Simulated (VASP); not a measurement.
C:

```
CELL_PARAMETERS angstrom
0.00000 1.78339 1.78339
1.78339 0.00000 1.78339
1.78339 1.78339 0.00000
ATOMIC_POSITIONS crystal
C 0.50000 0.50000 0.50000
C 0.75000 0.75000 0.75000
```

Base run:

| Quantity | Value |
| --- | --- |
| Program | VASP 6.6.1 |
| Functional | r2SCAN |
| Potentials or basis | VASP PAW PBE potentials, release 64 (C) |
| Cutoff | 660 eV |
| k mesh | 12 × 12 × 12 |
| Occupations | tetrahedron |
| Spin | no spin polarisation |

Its results: band gap on the k mesh 4.34 eV, indirect (least direct gap 5.84 eV); pressure -2.3 GPa.

Problem. The run is repeated on the same cell with these changes: potentials or basis from VASP PAW PBE potentials, release 64 (C) to VASP PAW PBE potentials, release 64 (C_h); cutoff from 660 eV to 910 eV; occupations from tetrahedron to fermi-dirac, width 0.1 eV. What comes out?

Solution. Band gap on the k mesh 4.37 eV, indirect (least direct gap 5.88 eV); pressure -3.3 GPa.

Caveats: the PAW data sets were made with another functional, which shifts forces and pressure a little; the cutoff is under 1.25 times the usual one of these potentials, so pressure, stress and relaxed cells hold a basis-set (Pulay) error (some runs).

A k mesh can miss the band edges.
